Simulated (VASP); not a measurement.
Set up this calculation in VASP 6.6.1, as the native input.

- Task: single point
- Functional: PBE
- Potentials or basis: VASP PAW PBE potentials, release 64 (C)
- Cutoff: 520 eV
- k mesh: 18 × 18 × 6
- Occupations: gaussian, width 0.1 eV
- Spin: no spin polarisation
- Dipole correction: no
- Further INCAR settings: ALGO = Normal; EDIFF = 1e-06; NBANDS = 16

The structure of C lies in POSCAR:

```
C
1.0
    2.4670418557      0.0000000000      0.0000000000
   -1.2335209278      2.1365209193      0.0000000000
    0.0000000000      0.0000000000      9.0199071420
C
4
Direct
    0.0000000000      0.0000000000      0.0025000000
    0.0000000000      0.0000000000      0.5025000000
    0.3333333333      0.6666666667      0.0025000000
    0.6666666667      0.3333333333      0.5025000000
```

This cell differs from its parent crystal: volume scaled by 1.06, then relaxed in part.

The input as run:

INCAR

```
SYSTEM = C
PREC     = Accurate       ! precision mode
ENCUT    = 520            ! plane-wave cutoff, eV
EDIFF    = 1E-6           ! SCF threshold, eV
ISMEAR   = 0              ! smearing method
SIGMA    = 0.1            ! smearing width, eV
LREAL    = .FALSE.        ! projectors in reciprocal space
LASPH    = .TRUE.         ! aspherical terms in the spheres
NELM     = 60             ! most SCF steps
ALGO     = Normal         ! electronic algorithm
ISIF     = 2              ! what is computed and relaxed
LWAVE    = .FALSE.        ! write WAVECAR
LCHARG   = .TRUE.         ! write CHGCAR
GGA      = PE             ! functional
LELF     = .TRUE.         ! ELF
LVHAR    = .TRUE.       
NBANDS   = 16             ! bands
```

KPOINTS

```
regular mesh
0
G
  18 18 6
  0 0 0
```

Potentials or basis: VASP PAW PBE potentials, release 64 (C).

The run is started by

```sh
$ cat potpaw_PBE.64/C/POTCAR > POTCAR
$ mpirun -np 1 vasp_std > vasp.out
```

Results of the run:

```yaml
Pressure: 0.2 GPa
Band_gap_on_the_k_mesh: zero (filled and empty bands touch)
```

Caveat: this functional lacks dispersion, which binds the layers, so the pressure and a relaxed spacing across them are unreliable.

Run time: 85 s on 1 thread of Intel(R) Xeon(R) Platinum 8259CL CPU @ 2.50GHz (Skylake/Cascade Lake), on a shared host, peak memory 0.2 GiB.
